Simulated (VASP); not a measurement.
Li2Zn3S, 6 atoms in the cell. The structure is hexagonal, space group P6/mmm (No. 191). The conventional cell has a = 4.827 Å, b = 4.827 Å, c = 5.342 Å, α = 90.00°, β = 90.00°, γ = 120.00°. Li (site symmetry -6m2) has 3 Li at 2.79 Å and 3 S at 2.79 Å and 6 Zn at 3.01 Å within 3.7 Å. Within 3.2 Å of Zn (site symmetry mmm) lie 4 Zn at 2.41 Å and 4 Li at 3.01 Å. S (site symmetry 6/mmm) has 6 Li at 2.79 Å and 12 Zn at 3.60 Å within 3.7 Å. The cell was generated, and may not be a known phase.

```yaml
Program: VASP 6.6.1
Task: single point
Functional: PBE
Potentials_or_basis: VASP PAW PBE potentials, release 64 (Li_sv, Zn, S)
Cutoff: 750 eV
k_mesh: 6 × 6 × 4
Occupations: gaussian, width 0.1 eV
Spin: no spin polarisation
Dipole_correction: no
Further_INCAR_settings: ALGO = Normal; EDIFF = 1e-06; NBANDS = 33
```

Potentials or basis: VASP PAW PBE potentials, release 64 (Li_sv, Zn, S).

Launch:

```bash
$ cat potpaw_PBE.64/Li_sv/POTCAR potpaw_PBE.64/Zn/POTCAR potpaw_PBE.64/S/POTCAR > POTCAR
$ mpirun -np 1 vasp_std > vasp.out
```

Hardware: 1 thread of Intel(R) Xeon(R) 6975P-C (Granite Rapids), on a shared host.

Task: Estimate the wall time of this run.

Result: Run time: 71 s on 1 thread of Intel(R) Xeon(R) 6975P-C (Granite Rapids), with other jobs on the host, peak memory 0.38 GiB. Counts: scf iterations 13, k points 21.
